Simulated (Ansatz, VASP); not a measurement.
## Two plane-wave programs on BaCa3O4

```xyz
8
Lattice="5.2084 0.0000 0.0000 0.0000 5.2084 0.0000 0.0000 0.0000 5.2084" Properties=species:S:1:pos:R:3 pbc="T T T"
Ba    2.6042    2.6042    2.6042
Ca    2.6042    0.0000    0.0000
Ca    0.0000    2.6042    0.0000
Ca    0.0000    0.0000    2.6042
O     0.0000    2.6042    2.6042
O     2.6042    0.0000    2.6042
O     2.6042    2.6042    0.0000
O     0.0000    0.0000    0.0000
```

Alike in both runs: task single point; functional PBE; k mesh 5 × 5 × 5; occupations fermi-dirac, width 0.05 eV; no spin polarisation.

|  | VASP | Ansatz |
| --- | --- | --- |
| version | VASP 6.6.1 | Ansatz 0.2.0 |
| potentials or method | VASP PAW PBE potentials, release 64 (Ba_sv, Ca_sv, O) | Ansatz PAW |
| plane-wave cutoff (eV) | 520 | 420 |
| valence electrons in the cell | 64 | 64 |

```csv
,VASP,Ansatz,Ansatz less VASP
gap on the k mesh at the Fermi level (eV),2.52,2.58,+0.065
least direct gap on the mesh (eV),2.52,2.58,+0.065
pressure (GPa),-4.7,-5.7,-1.02
```

With one functional, cell and mesh, what is left measures potentials, basis and numerics.

Spin-orbit coupling is off throughout. Noted on Ansatz's run: odd divisions of the mesh miss points on the zone boundary, where band edges often lie, so the gap on the mesh can be too wide.
